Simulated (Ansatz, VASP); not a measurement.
**One calculation of AlN, two programs**

```xyz
4
Lattice="3.1067 0.0000 0.0000 -1.5533 2.6905 0.0000 0.4481 0.0000 4.9786" Properties=species:S:1:pos:R:3 pbc="T T T"
Al    1.7624    0.8972    2.4892
Al    0.4331    1.7933    4.9785
N     1.9627    0.8909    4.3812
N     0.1853    1.7996    1.8920
```

Change from the starting cell: shear of c along a, cell held, atoms relaxed: +9.0 %.

Alike in both runs: functional r2SCAN; k mesh 9 × 9 × 6; occupations gaussian, width 0.02 eV; no spin polarisation.

Ansatz relaxed the structure, and its values are those at the end. VASP's run is a single point on that final structure, the one shown.

|  | VASP | Ansatz |
| --- | --- | --- |
| version | VASP 6.6.1 | Ansatz 0.2.0 |
| potentials or method | VASP PAW PBE potentials, release 64 (Al, N), cutoff 520 eV | scalar-relativistic, plane waves, PAW |
| valence electrons in the cell | 16 | 16 |

```csv
,VASP,Ansatz,Ansatz less VASP
gap on the k mesh at the Fermi level (eV),4.63,4.59,-0.039
least direct gap on the mesh (eV),4.63,4.59,-0.039
pressure (GPa),-0.6,-0.2,+0.39
rms of the force components (eV/Å),0.004,0.002,-0.0014
```

VASP's potentials were made for PBE, not for r2SCAN. Ansatz's warnings: stress scf threshold loose.
